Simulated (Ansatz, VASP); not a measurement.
# Cu: VASP beside Ansatz

```xyz
2
Lattice="2.5305 0.0000 0.0000 -1.2653 2.1915 0.0000 0.0000 0.0000 3.9647" Properties=species:S:1:pos:R:3 pbc="T T T"
Cu    0.0000    1.4610    0.9912
Cu    1.2653    0.7305    2.9735
```

Change from the starting cell: strain along c alone, the other axes held, atoms relaxed: -4.0 %.

Alike in both runs: task single point; functional r2SCAN; k mesh 24 × 24 × 12; occupations gaussian, width 0.1 eV; no spin polarisation.

|  | VASP | Ansatz |
| --- | --- | --- |
| version | VASP 6.6.1 | Ansatz 0.2.0 |
| potentials or method | VASP PAW PBE potentials, release 64 (Cu), cutoff 520 eV | scalar-relativistic, plane waves, PAW |
| valence electrons in the cell | 22 | 38 |

```tsv
	VASP	Ansatz	Ansatz less VASP
gap on the k mesh at the Fermi level (eV)	none	none	-
pressure (GPa)	8.4	7.7	-0.77
traceless stress, the component that is largest in VASP (GPa)	6.58	6.57	-0.010
```

VASP's potentials were made for PBE, not for r2SCAN. A gap of «none» marks a metal or a gap that the smearing closes. The functional is the same, so the differences come from potentials, cutoffs and numerics. VASP's potentials hold 22 valence electrons a cell and Ansatz's 38, so a difference there can come from the potentials and not from the codes.
